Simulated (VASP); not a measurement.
Input of a VASP 6.6.1 run:

File INCAR:

```
ALGO     = Normal         # electronic algorithm
EDIFF    = 1E-8           # SCF threshold, eV
ENCUT    = 520            # plane-wave cutoff, eV
GGA      = PS             # functional
ISIF     = 2              # what is computed and relaxed
ISMEAR   = -1             # smearing method
LASPH    = True           # aspherical terms in the spheres
LCHARG   = False          # write CHGCAR
LEFG     = True         
LREAL    = False          # projectors in reciprocal space
LWAVE    = False          # write WAVECAR
NBANDS   = 16             # bands
NELM     = 80             # most SCF steps
PREC     = Accurate       # precision mode
SIGMA    = 0.02           # smearing width, eV
```

The input KPOINTS:

```
k-points
0
Gamma
  11 11 6
```

The input POSCAR:

```
AlN
1.0
    3.1110021516      0.0311100215      0.0311100215
   -1.5285590069      2.6786518837      0.0113870582
    0.0497800000      0.0497800000      4.9780000000
Al N
2 2
Direct
    0.3333333333      0.6666666667      0.0000000000
    0.6666666667      0.3333333333      0.5000000000
    0.3333333333      0.6666666667      0.3850000000
    0.6666666667      0.3333333333      0.8850000000
```

Potentials or basis: VASP PAW PBE potentials, release 64 (Al, N).

The run is started by

```bash
$ cat potpaw_PBE.64/Al/POTCAR potpaw_PBE.64/N/POTCAR > POTCAR
$ mpirun -np 1 vasp_std > vasp.out
```

(1) Predict the band gap on the k mesh.

(2) Estimate the largest force.

Results:

(1) 4.06 eV.

(2) 0.380 eV/Å.

Caveat: the cell differs from its parent crystal (equal xy, yz and zx shear strains of +2 %); without QUAD_EFG the Cq values of the log hold for a quadrupole moment of 1 mb, not for the nuclei; the PAW data sets were made with another functional, which shifts forces and pressure a little; an odd mesh through Γ misses points on the zone boundary, where band edges can lie.
